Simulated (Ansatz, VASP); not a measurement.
Ag: VASP beside Ansatz

```
Ag
1.0
     0.00000    2.00096    2.00096
     2.00096    0.00000    2.00096
     2.00096    2.00096    0.00000
Ag
1
Direct
  0.00000 0.00000 0.00000
```

Change from the starting cell: volume scaled by 1, PAW files.

Alike in both runs: task single point; functional LDA; k mesh 18 × 18 × 18; occupations fermi-dirac, width 0.08 eV; no spin polarisation.

```csv
,VASP,Ansatz
version,VASP 6.6.1,Ansatz 0.2.0
potentials or method,"VASP PAW LDA potentials, release 64 (Ag)","PAW with Ansatz's default frozen-core files, scalar-relativistic"
plane-wave cutoff (eV),520,420
valence electrons in the cell,11,19
```

```csv
,VASP,Ansatz,Ansatz less VASP
pressure (GPa),0.1,0.0,-0.15
```

LDA's correlation is that of Perdew and Zunger in VASP and of Perdew and Wang (1992) in Ansatz. VASP's potentials hold 11 valence electrons a cell and Ansatz's 19, so a difference there can come from the potentials and not from the codes.
